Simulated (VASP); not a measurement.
Wanted: the native input for a VASP 6.6.1 run.

```yaml
Task: single point
Functional: PBE
Potentials_or_basis: VASP PAW PBE potentials, release 64 (Mg, F)
Cutoff: 520 eV
k_mesh: 9 × 4 × 1
Occupations: gaussian, width 0.1 eV
Spin: no spin polarisation
Dipole_correction: yes
Further_INCAR_settings: ALGO = Normal; EDIFF = 1e-06; NBANDS = 18
```

The structure of Mg6F lies in POSCAR:

```
Mg6F
1.0
    3.2034417932      0.0000000000      0.0000000000
   -1.6017208966      7.8153198520      0.0000000000
    0.0000000000      0.0000000000     20.9851131634
Mg F
6 1
Direct
    0.8493879956      0.6987759913      0.1906113143
    0.5210014932      0.0420029864      0.2197581863
    0.1926149907      0.3852299814      0.2489050583
    0.3710660944      0.7414803149      0.3283003664
    0.0426232582      0.0834482649      0.3542380799
    0.7128162912      0.4251093731      0.3805132287
    0.7128162912      1.0501093731      0.4562812261
```

These files were run (other wordings do the same):

INCAR

```
PREC = Accurate
ENCUT = 520
EDIFF = 1E-6
ISMEAR = 0
SIGMA = 0.1
LREAL = F
LASPH = T
NELM = 80
ALGO = Normal
ISIF = 2
LWAVE = F
LCHARG = F
LDIPOL = T
IDIPOL = 3
DIPOL = 0.5 0.5 0.311
GGA = PE
NBANDS = 18
```

KPOINTS

```
Automatic mesh
0
Gamma
  9 4 1
```

Potentials or basis: VASP PAW PBE potentials, release 64 (Mg, F).

Command:

```sh
$ cat potpaw_PBE.64/Mg/POTCAR potpaw_PBE.64/F/POTCAR > POTCAR
$ mpirun -np 1 vasp_std > vasp.out
```

Results of the run:

The largest force is 2.710 eV/Å.

Caveat: an odd number of electrons without spin polarisation forces a metal; a magnetic or distorted state may lie lower.

It took 2.9 min on 1 thread of Intel(R) Xeon(R) 6975P-C (Granite Rapids), with other jobs on the host, peak memory 0.57 GiB.
